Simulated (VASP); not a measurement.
Crystal: Ge.

```
CELL_PARAMETERS angstrom
1.97751 -4.85506 0.00000
1.97751 4.85506 0.00000
0.00000 0.00000 3.95322
ATOMIC_POSITIONS crystal
Ge 0.17089 0.82911 0.00000
Ge 0.82911 0.17089 0.00000
Ge 0.00000 0.00000 0.50000
```

The cell was built from a structure type or drawn by symmetry, and may not be a known phase.

| Property | Result |
| --- | --- |
| Program | VASP 6.6.1 |
| Task | relaxation of cell and atoms |
| Functional | PBE |
| Potentials or basis | VASP PAW PBE potentials, release 64 (Ge_d) |
| Cutoff | 600 eV |
| k mesh | 12 × 12 × 12 |
| Occupations | gaussian, width 0.1 eV |
| Spin | no spin polarisation |

At the start: pressure -0.4 GPa; volume 25.30 Å³/atom.

Task: How do energy, volume and symmetry change on relaxing?

Result: Over 8 steps the energy falls by 4.4 meV/atom and the volume is 24.98 Å³/atom (-1.3 %); space group Cmmm (No. 65, to 0.1 Å) before and after.

The path:
| step | energy change (eV) | largest force (eV/Å) | pressure (GPa) | volume (Å³) |
| --- | --- | --- | --- | --- |
| 1 | 0.0000 | 0.0961 | -0.37 | 75.91 |
| 2 | -0.0083 | 0.0627 | -0.01 | 75.27 |
| 3 | -0.0120 | 0.0266 | 0.33 | 74.61 |
| 4 | -0.0121 | 0.0190 | 0.39 | 74.49 |
| 5 | -0.0131 | 0.0191 | -0.23 | 75.12 |
| 6 | -0.0132 | 0.0013 | -0.02 | 74.94 |
| 7 | -0.0132 | 0.0083 | -0.02 | 74.95 |
| 8 | -0.0132 | 0.0022 | 0.03 | 74.93 |

Final structure:
```
CELL_PARAMETERS angstrom
1.96256 -4.94322 0.00000
1.96256 4.94322 0.00000
0.00000 0.00000 3.86162
ATOMIC_POSITIONS crystal
Ge 0.17207 0.82793 0.00000
Ge 0.82793 0.17207 0.00000
Ge 0.00000 0.00000 0.50000
```
